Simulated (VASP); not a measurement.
Here is a VASP 6.6.1 calculation.

Contents of INCAR:

```
SYSTEM = Sn
PREC = Accurate
ENCUT = 520
EDIFF = 1E-7
ISMEAR = -1
SIGMA = 0.05
LREAL = .False.
LASPH = .True.
NELM = 100
ALGO = Normal
ISIF = 2
LWAVE = .False.
LCHARG = .True.
GGA = PE
LELF = .True.
LVHAR = .True.
NBANDS = 21
```

KPOINTS

```
Automatic mesh
0
Gamma
  15 15 15
  0 0 0
```

File POSCAR:

```
Sn
1.0
   -2.9255372805      2.9255372805      1.5959345903
    2.9255372805     -2.9255372805      1.5959345903
    2.9255372805      2.9255372805     -1.5959345903
Sn
2
Direct
    0.0000000000      0.0000000000      0.0000000000
    0.7500000000      0.2500000000      0.5000000000
```

Potentials or basis: VASP PAW PBE potentials, release 64 (Sn_d).

Launch:

```bash
$ cat potpaw_PBE.64/Sn_d/POTCAR > POTCAR
$ mpirun -np 1 vasp_std > vasp.out
```

(1) Estimate the band gap on the k mesh.

(2) Estimate the pressure.

Answers

(1) zero (bands 14 and 15 overlap by 4.27 eV).

(2) 2.0 GPa.

Caveat: spin-orbit coupling is left out, which moves the levels of the heavy elements.
